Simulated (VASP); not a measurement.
# SiP5 in VASP: notebook

SiP5 is run at these levels: PBE; tasks: single point, relaxation of cell and atoms.

Everything below comes from runs of VASP 6.6.1. Logs are shortened: lines on timing, memory, paths and dates and some standing lists are left out, and cuts for length are marked.

### Step 1. The cell of the first run

The structure is monoclinic, space group Cm (No. 8). Conventional cell: a = 5.975 Å, b = 10.393 Å, c = 3.768 Å, α = 90.00°, β = 121.94°, γ = 90.00°. Within 3.1 Å of Si (site symmetry m) lie 6 P at 2.35 to 2.74 Å. Within 3.0 Å of P (site symmetry 1) lie 6 P at 2.26 to 2.92 Å. Within 3.0 Å of P (site symmetry 1) lie 4 P at 2.26 to 2.92 Å and 2 Si at 2.35 to 2.74 Å. Within 3.0 Å of P (site symmetry m) lie 4 P at 2.27 to 2.91 Å and 2 Si at 2.40 to 2.74 Å.

### Step 2. Single point, PBE

INCAR

```
PREC = Accurate ; ENCUT = 520
EDIFF = 1E-6 ; ISMEAR = 0
SIGMA = 0.2 ; LREAL = False
LASPH = True ; NELM = 80
ALGO = Normal ; ISIF = 2
LWAVE = False ; LCHARG = False
GGA = PE ; NBANDS = 41
```

KPOINTS

```
regular mesh
0
Gamma
  4 4 4
```

POSCAR

```
SiP5
1.0
   -5.9748973621      0.0000000000     -0.0182004549
   -2.9874486810      5.1963389312     -0.0091002274
   -1.9685340279      0.0000000000     -6.4003340708
Si P
2 10
Direct
    0.4913215216      1.0000000000      0.5208038584
    0.9913215216      1.0000000000      0.0208038584
    0.3359885124      0.3336853445      0.9940646077
    0.8359885124      0.3336853445      0.4940646077
    0.3921720971      0.6746547529      0.8228136009
    0.8921720971      0.6746547529      0.3228136009
    0.6696738570      0.6663146555      0.9940646077
    0.1696738570      0.6663146555      0.4940646077
    0.0668268500      0.3253452471      0.8228136009
    0.5668268500      0.3253452471      0.3228136009
    0.7190171618      1.0000000000      0.8204397245
    0.2190171618      1.0000000000      0.3204397245
```

Potentials or basis: VASP PAW PBE potentials, release 64 (Si, P).

Run with:

```console
cat potpaw_PBE.64/Si/POTCAR potpaw_PBE.64/P/POTCAR > POTCAR
mpirun -np 1 vasp_std > vasp.out
```

OUTCAR:

```text
PREC = Accurate
   ENCUT = 520
   EDIFF = 1E-6
   ISMEAR = 0
   LREAL = False
   LASPH = True
   NELM = 80
   ISIF = 2
   GGA = PE

 ion  position               nearest neighbor table
   1  0.491  0.000  0.521-   6 2.35  10 2.35  12 2.40  11 2.74   9 2.74   5 2.74
   2  0.991  0.000  0.021-   5 2.35   9 2.35  11 2.40  12 2.74  10 2.74   6 2.74
   3  0.336  0.334  0.994-   9 2.26  11 2.27   5 2.32  10 2.91  12 2.91   6 2.92
   4  0.836  0.334  0.494-  10 2.26  12 2.27   6 2.32   9 2.91  11 2.91   5 2.92
   5  0.392  0.675  0.823-   7 2.26   3 2.32   2 2.35   1 2.74   8 2.91   4 2.92
   6  0.892  0.675  0.323-   8 2.26   4 2.32   1 2.35   2 2.74   7 2.91   3 2.92
   7  0.670  0.666  0.994-   5 2.26  11 2.27   9 2.32   6 2.91  12 2.91  10 2.92
   8  0.170  0.666  0.494-   6 2.26  12 2.27  10 2.32   5 2.91  11 2.91   9 2.92
   9  0.067  0.325  0.823-   3 2.26   7 2.32   2 2.35   1 2.74   4 2.91   8 2.92
  10  0.567  0.325  0.323-   4 2.26   8 2.32   1 2.35   2 2.74   3 2.91   7 2.92
  11  0.719  0.000  0.820-   7 2.27   3 2.27   2 2.40   1 2.74   4 2.91   8 2.91
  12  0.219  0.000  0.320-   8 2.27   4 2.27   1 2.40   2 2.74   3 2.91   7 2.91

  LATTYP: Found a base centered monoclinic cell.
 ALAT       =     5.9749250827
 B/A-ratio  =     1.7393821209
 C/A-ratio  =     1.1207208300
 COS(beta)  =    -0.2968869474

  Lattice vectors:

 A1 = (   2.9874486811,   5.1963389312,   0.0091002275)
 A2 = (   2.9874486810,  -5.1963389312,   0.0091002274)
 A3 = (  -1.9685340279,   0.0000000000,  -6.4003340708)

Analysis of symmetry for initial positions (statically):
=====================================================================
 Subroutine PRICEL returns following result:

  LATTYP: Found a base centered monoclinic cell.
 ALAT       =     5.9749250827
 B/A-ratio  =     1.7393821209
 C/A-ratio  =     0.6305871087
 COS(beta)  =    -0.5290883723

  Lattice vectors:

 A1 = (   2.9874486810,  -5.1963389312,   0.0091002274)
 A2 = (   2.9874486811,   5.1963389312,   0.0091002275)
 A3 = (  -2.0031816671,   0.0000000000,   3.1910668080)

   2 primitive cells build up your supercell.

 Routine SETGRP: Setting up the symmetry group for a
 base centered monoclinic supercell.

 Subroutine GETGRP returns: Found  2 space group operations
 (whereof  2 operations were pure point group operations)
 out of a pool of  4 trial point group operations.

The static configuration has the point symmetry C_1h.

Analysis of symmetry for dynamics (positions and initial velocities):
=====================================================================
 Subroutine PRICEL returns following result:

  LATTYP: Found a base centered monoclinic cell.
 ALAT       =     5.9749250827
 B/A-ratio  =     1.7393821209
 C/A-ratio  =     0.6305871087
 COS(beta)  =    -0.5290883723

  Lattice vectors:

 A1 = (   2.9874486810,  -5.1963389312,   0.0091002274)
 A2 = (   2.9874486811,   5.1963389312,   0.0091002275)
 A3 = (  -2.0031816671,   0.0000000000,   3.1910668080)

   2 primitive cells build up your supercell.

 Routine SETGRP: Setting up the symmetry group for a
 base centered monoclinic supercell.

 Subroutine GETGRP returns: Found  2 space group operations
 (whereof  2 operations were pure point group operations)
 out of a pool of  4 trial point group operations.

The dynamic configuration has the point symmetry C_1h.

 Subroutine INISYM returns: Found  2 space group operations
 (whereof  2 operations are pure point group operations),
 and found     2 'primitive' translations

----------------------------------------------------------------------------------------

                                     Primitive cell

  volume of cell :      99.2644

  direct lattice vectors                    reciprocal lattice vectors
     2.987448681 -5.196338931  0.009100227     0.167047461 -0.096221591  0.104863493
     2.987448681  5.196338931  0.009100227     0.167047461  0.096221591  0.104863493
    -2.003181667  0.000000000  3.191066808    -0.000952766 -0.000000000  0.312776729

  length of vectors
     5.993902796  5.993902796  3.767710733     0.219453415  0.219453415  0.312778180

  position of ions in fractional coordinates (direct lattice)
     0.987874620  0.987874620  0.958392283
     0.336261535  0.669946880  0.011870785
     0.110359549  0.785014302  0.354372798
     0.669946880  0.336261535  0.011870785
     0.785014302  0.110359549  0.354372798
     0.460543114  0.460543114  0.359120551

  ion indices of the primitive-cell ions
   primitive index   ion index
                 1           1
                 2           4
                 3           5
                 4           8
                 5          10
                 6          12

----------------------------------------------------------------------------------------

 KPOINTS: regular mesh

Automatic generation of k-mesh.
 Grid dimensions read from file:
 generate k-points for:    4    4    4

 Generating k-lattice:

  Cartesian coordinates                     Fractional coordinates (reciprocal lattice)
    -0.041880961 -0.024055398  0.012881218     0.250000000  0.000000000 -0.000000000
     0.000000000  0.048110796  0.000000000     0.000000000  0.250000000  0.000000000
     0.000119096  0.000000000 -0.039097091     0.000000000 -0.000000000  0.250000000

  Length of vectors
     0.049986026  0.048110796  0.039097272

  Shift w.r.t. Gamma in fractional coordinates (k-lattice)
     0.000000000  0.000000000  0.000000000

 Subroutine IBZKPT returns following result:
 ===========================================

 Found     24 irreducible k-points:

 Following reciprocal coordinates:
            Coordinates               Weight
  0.000000  0.000000  0.000000      1.000000
  0.250000 -0.000000  0.000000      4.000000
  0.500000 -0.000000  0.000000      2.000000
  0.000000  0.250000  0.000000      2.000000
  0.500000  0.250000  0.000000      2.000000
 -0.250000  0.250000  0.000000      4.000000
[... 16 lines left out ...]
 -0.250000  0.250000  0.500000      4.000000
  0.000000  0.500000  0.500000      1.000000
   k-points           NKPTS =     24   k-points in BZ     NKDIM =     24   number of bands    NBANDS=     41
   number of dos      NEDOS =    301   number of ions     NIONS =     12
   total plane-waves  NPLWV = 115200
   dimension x,y,z NGX =    48 NGY =   48 NGZ =   50
   dimension x,y,z NGXF=    96 NGYF=   96 NGZF=  100
   ions per type =               2  10
   NGX,Y,Z   is equivalent  to a cutoff of  13.36, 13.31, 12.41 a.u.
   NGXF,Y,Z  is equivalent  to a cutoff of  26.71, 26.63, 24.83 a.u.
 SYSTEM =  unknown system
   PREC   = accura    normal or accurate (medium, high low for compatibility)
   ISTART =      0    job   : 0-new  1-cont  2-samecut
   ICHARG =      2    charge: 1-file 2-atom 10-const
   ISPIN  =      1    spin polarized calculation?
   LNONCOLLINEAR =      F non collinear calculations
   LSORBIT =      F    spin-orbit coupling
   LASPH  =      T    aspherical Exc in radial PAW
   ENCUT  =  520.0 eV  38.22 Ry    6.18 a.u.  11.11 11.14 12.45*2*pi/ulx,y,z
   NELM   =     80;   NELMIN=  2; NELMDL= -5     # of ELM steps
   EDIFF  = 0.1E-05   stopping-criterion for ELM
   LREAL  =      F    real-space projection
   EDIFFG = 0.1E-04   stopping-criterion for IOM
   NSW    =      0    number of steps for IOM
   IBRION =     -1    ionic relax: 0-MD 1-quasi-New 2-CG
   NFREE  =      0    steps in history (QN), initial steepest desc. (CG)
   ISIF   =      2    stress and relaxation
   ISYM   =      2    0-nonsym 1-usesym 2-fastsym
   POTIM  = 0.5000    time-step for ionic-motion
   TEBEG  =    0.0;   TEEND  =   0.0 temperature during run
   PSTRESS=    0.0 pullay stress
   NELECT =      58.0000    total number of electrons
   NUPDOWN=      -1.0000    fix difference up-down
   EMIN   =  10.00;   EMAX   =-10.00  energy-range for DOS
   EFERMI =   0.00;   METHOD = LEGACY
   ISMEAR =     0;   SIGMA  =   0.20  broadening in eV -4-tet -1-fermi 0-gaus
   EFERMI_NEDOS =   21; number of points for ismear=-14 and -15
   IALGO  =     38    algorithm
   IMIX   =      4    mixing-type and parameters
     AMIX     =   0.40;   BMIX     =  1.00
     AMIX_MAG =   1.60;   BMIX_MAG =  1.00
  volume/ion in A,a.u.               =      16.54       111.64
  Fermi-wavevector in a.u.,A,eV,Ry     =   1.086283  2.052777 16.055022  1.180011
  Thomas-Fermi vector in A             =   2.222416
   LORBIT       =      0    0 simple, 1 ext, 2 COOP (PROOUT), +10 PAW based schemes
   GGA     = PE    functional components
   LHFCALC =     F    Hartree Fock is set to
   AEXX    =    0.0000 exact exchange contribution
   IVDW    =     0    specifies the selected vdW correction
   LEPSILON=     F    determine dielectric tensor
   LRPA    =     F    only Hartree local field effects (RPA)
 non-spin polarized calculation
 Gauss-broadening in eV      SIGMA  =   0.20
  energy-cutoff  :      520.00
  volume of cell :      198.53
 maximum number of plane-waves:      5366
 NGX is ok and might be reduce to    48

 number of electron      58.0000002 magnetization

 Free energy of the ion-electron system (eV)
  ---------------------------------------------------
  ext. energy  EPLUGINS =         0.00000000
  ---------------------------------------------------
  free energy    TOTEN  =       -64.34590642 eV

  energy without entropy =      -64.29269445  energy(sigma->0) =      -64.31930043

 E-fermi :   8.1710     XC(G=0): -10.6032

 val. band max:        8.1352947526   @ k =   0.2500   0.5000   0.2500
 cond. band min:       8.1737278773   @ k =   0.0000   0.0000   0.2500
 fundamental gap:      0.0384331247
 Fermi energy:         8.1709603399

 k-point     1 :       0.0000    0.0000    0.0000
  band No.  band energies     occupation
      1      -7.4077      2.00000
      2      -5.7055      2.00000
      3      -3.3216      2.00000
      4      -3.1203      2.00000
      5      -2.9324      2.00000
      6      -2.9221      2.00000
[... 33 lines left out ...]
     40      12.0925      0.00000
     41      12.2036      0.00000

 k-point     2 :       0.2500   -0.0000    0.0000
  band No.  band energies     occupation
      1      -7.0922      2.00000
      2      -5.5615      2.00000
      3      -4.5618      2.00000
      4      -4.0667      2.00000
      5      -3.4465      2.00000
      6      -3.2744      2.00000
[... 33 lines left out ...]
     40      11.8625      0.00000
     41      12.2166      0.00000

 k-point     3 :       0.5000   -0.0000    0.0000
  band No.  band energies     occupation
      1      -6.1907      2.00000
      2      -6.1907      2.00000
      3      -4.8117      2.00000
      4      -4.8117      2.00000
      5      -3.7007      2.00000
      6      -3.7007      2.00000
[... 33 lines left out ...]
     40      11.8118      0.00000
     41      12.1972      0.00000

 k-point     4 :       0.0000    0.2500    0.0000
  band No.  band energies     occupation
      1      -7.1127      2.00000
      2      -5.4562      2.00000
      3      -4.8026      2.00000
      4      -3.9134      2.00000
      5      -3.3393      2.00000
      6      -3.2458      2.00000
[... 825 lines left out ...]
     40      11.1837      0.00000
     41      11.1872      0.00000

 k-point    23 :      -0.2500    0.2500    0.5000
  band No.  band energies     occupation
      1      -6.1346      2.00000
      2      -5.7397      2.00000
      3      -5.3397      2.00000
      4      -4.7880      2.00000
      5      -4.4161      2.00000
      6      -3.6715      2.00000
[... 33 lines left out ...]
     40      12.0626      0.00000
     41      12.1246      0.00000

 k-point    24 :       0.0000    0.5000    0.5000
  band No.  band energies     occupation
      1      -5.7948      2.00000
      2      -5.7948      2.00000
      3      -5.4419      2.00000
      4      -5.4419      2.00000
      5      -3.7509      2.00000
      6      -3.7509      2.00000
[... 33 lines left out ...]
     40      11.8276      0.00000
     41      11.8914      0.00000

------------------------ aborting loop because EDIFF is reached ----------------------------------------

  FORCE on cell =-STRESS in cart. coord.  units (eV):
  Direction    XX          YY          ZZ          XY          YZ          ZX
  --------------------------------------------------------------------------------------
  -------------------------------------------------------------------------------------
  Total       -0.7636377     -0.5302155      0.5121818     -0.0000000     -0.0000000     -0.0687896
  in kB       -6.1627490     -4.2789725      4.1334360     -0.0000000     -0.0000000     -0.5551497
  external PRESSURE =      -2.1027618 kB  Pullay stress =       0.0000000 kB

 VOLUME and BASIS-vectors are now :
 -----------------------------------------------------------------------------
  energy-cutoff  :      520.00
  volume of cell :      198.53
      direct lattice vectors                 reciprocal lattice vectors
    -5.974897362  0.000000000 -0.018200455    -0.167523844 -0.096221591  0.051524871
    -2.987448681  5.196338931 -0.009100227     0.000000000  0.192443182  0.000000000
    -1.968534028  0.000000000 -6.400334071     0.000476383  0.000000000 -0.156388364

 POSITION                                       TOTAL-FORCE (eV/Angst)
 -----------------------------------------------------------------------------------
     -3.96082      0.00000     -3.34226         0.011434      0.000000      0.026665
     -5.96400      0.00000     -0.15119         0.011434      0.000000      0.026665
     -4.96121      1.73394     -6.37150        -0.002403     -0.008304      0.061585
     -6.96440      1.73394     -3.18043        -0.002403     -0.008304      0.061585
     -5.97842      3.50573     -5.27956        -0.012038     -0.025321     -0.039994
     -7.98160      3.50573     -2.08849        -0.012038     -0.025321     -0.039994
     -7.94866      3.46240     -6.38060        -0.002403      0.008304      0.061585
     -3.97695      3.46240     -3.17133        -0.002403      0.008304      0.061585
     -2.99097      1.69060     -5.27046        -0.012038      0.025321     -0.039994
     -4.99415      1.69060     -2.07939        -0.012038      0.025321     -0.039994
     -5.91112      0.00000     -5.26417         0.017449      0.000000     -0.069847
     -1.93940      0.00000     -2.05491         0.017449      0.000000     -0.069847
 -----------------------------------------------------------------------------------
    total drift:                               -0.000051      0.000000     -0.000007

  FREE ENERGIE OF THE ION-ELECTRON SYSTEM (eV)
  ---------------------------------------------------
  free  energy   TOTEN  =       -64.3459064190 eV

  energy  without entropy=      -64.2926944496  energy(sigma->0) =      -64.31930043
```

It took 2.3 min on 1 thread of Intel Xeon 6975P-C (Granite Rapids), shared host; peak memory 0.39 GiB.

What came out:

| Quantity | Value |
| --- | --- |
| Free energy | -64.3459 eV |
| Pressure | -0.2 GPa |
| Largest force | 0.072 eV/Å |
| Band gap on the k mesh | zero (bands 29 and 30 overlap by 1.70 eV) |

Forces in eV/Å, atoms in the order of the input:
```
Si   0.011  0.000  0.027
Si   0.011  0.000  0.027
P   -0.002 -0.008  0.062
P   -0.002 -0.008  0.062
P   -0.012 -0.025 -0.040
P   -0.012 -0.025 -0.040
P   -0.002  0.008  0.062
P   -0.002  0.008  0.062
P   -0.012  0.025 -0.040
P   -0.012  0.025 -0.040
P    0.017  0.000 -0.070
P    0.017  0.000 -0.070
```

### Step 3. Relaxation of cell and atoms, PBE

This run uses another cell than the first one: it holds 6 atoms, not 12.

INCAR

```
SYSTEM = SiP5
PREC     = Accurate       ! precision mode
ENCUT    = 600            ! plane-wave cutoff, eV
EDIFF    = 1E-6           ! SCF threshold, eV
ISMEAR   = 0              ! smearing method
SIGMA    = 0.2            ! smearing width, eV
LREAL    = .False.        ! projectors in reciprocal space
LASPH    = .True.         ! aspherical terms in the spheres
NELM     = 60             ! most SCF steps
ALGO     = Normal         ! electronic algorithm
ISIF     = 3              ! what is computed and relaxed
LWAVE    = .False.        ! write WAVECAR
LCHARG   = .False.        ! write CHGCAR
GGA      = PE             ! functional
IBRION   = 2              ! ionic algorithm
NSW      = 36             ! ionic steps
EDIFFG   = -0.08          ! ionic threshold
```

KPOINTS

```
Automatic mesh
0
Gamma
  4 4 5
  0 0 0
```

POSCAR

```
SiP5
1.0
    2.9900000000     -5.1800000000      0.0000000000
    2.9900000000      5.1800000000      0.0000000000
   -1.9917865800      0.0000000000      3.5493219400
Si P
1 5
Direct
    0.0000000000      0.0000000000      0.0000000000
    0.3333000000      0.6667000000      0.0000000000
    0.2167000000      0.8833000000      0.6500000000
    0.6667000000      0.3333000000      0.0000000000
    0.8833000000      0.2167000000      0.6500000000
    0.5500000000      0.5500000000      0.6500000000
```

Potentials or basis: VASP PAW PBE potentials, release 64 (Si, P).

Run with:

```console
cat potpaw_PBE.64/Si/POTCAR potpaw_PBE.64/P/POTCAR > POTCAR
mpirun -np 1 vasp_std > vasp.out
```

Wall time 4.9 min (1 thread of Intel Xeon 6975P-C (Granite Rapids), shared host); peak memory 0.3 GiB.

Results (log left out):

```
Free energy                           : -32.1989 eV
Relaxed volume                        : 16.77 Å³/atom
Relaxed cell                          : a = 5.971 Å, b = 5.971 Å, c = 3.844 Å, α = 105.28°, β = 105.28°, γ = 120.16°
Space group after relaxing (to 0.1 Å) : Cm (No. 8)
Energy gained by relaxing             : 56.7 meV/atom
Ionic steps                           : 11
Pressure after relaxing               : 0.0 GPa
Largest force after relaxing          : 0.056 eV/Å
Band gap on the k mesh                : zero (an odd number of electrons rules out a gap without spin polarisation)
```

Forces in eV/Å, atoms in the order of the input:
```
Si  -0.048  0.000  0.028
P   -0.019 -0.048  0.021
P    0.021 -0.012 -0.044
P   -0.019  0.048  0.021
P    0.021  0.012 -0.044
P    0.044  0.000  0.017
```

Stress tensor (GPa, compression positive):
```
-0.06  0.00  0.30
 0.00  0.10  0.00
 0.30  0.00  0.08
```

Step by step:
```
step  energy change (eV)  largest force (eV/Å)  pressure (GPa)  volume (Å³)
   1              0.0000                1.3738           -4.91       109.95
   2             -0.1820                1.1852            4.47       101.21
   3             -0.2447                0.7339            0.87       104.03
   4             -0.2932                0.4486           -0.23       104.59
   5             -0.3030                0.2797           -0.92       104.97
   6             -0.3204                0.1756           -0.37       103.53
   7             -0.3285                0.2224            0.41       101.66
   8             -0.3363                0.1626           -0.41       101.52
   9             -0.3363                0.1640           -0.51       101.50
  10             -0.3397                0.0837            0.21       100.34
  11             -0.3400                0.0558            0.04       100.60
```

Final structure:
```
Si P
1.0
     2.97804   -5.17522   -0.02066
     2.97804    5.17522   -0.02066
    -2.00858    0.00000    3.27757
Si P
1 5
Direct
  0.01412 0.01412 0.03844
  0.32931 0.66405 0.98347
  0.21573 0.88883 0.65041
  0.66405 0.32931 0.98347
  0.88883 0.21573 0.65041
  0.53796 0.53796 0.64380
```

Levels at points of the mesh, in eV from the Fermi level:
```csv
k point,band 12,band 13,band 14,band 15,band 16,band 17,band 18
"(0.00, 0.00, 0.00)",-2.58,-2.17,-1.76,-1.69,2.06,2.87,3.11
"(0.50, 0.00, 0.00)",-2.82,-1.39,-0.97,0.21,0.58,0.94,1.63
"(0.50, 0.50, 0.00)",-2.06,-2.03,-1.70,-0.63,0.66,1.54,1.59
```

Caveat: an odd number of electrons without spin polarisation forces a metal; a magnetic or distorted state may lie lower; the relaxation stopped at a loose force limit of 0.08 eV/Å, so its end isn't a converged minimum.

(Continued in part 2 of 2.)

The gap in the log of VASP goes by the Fermi energy; the results here count the filled bands.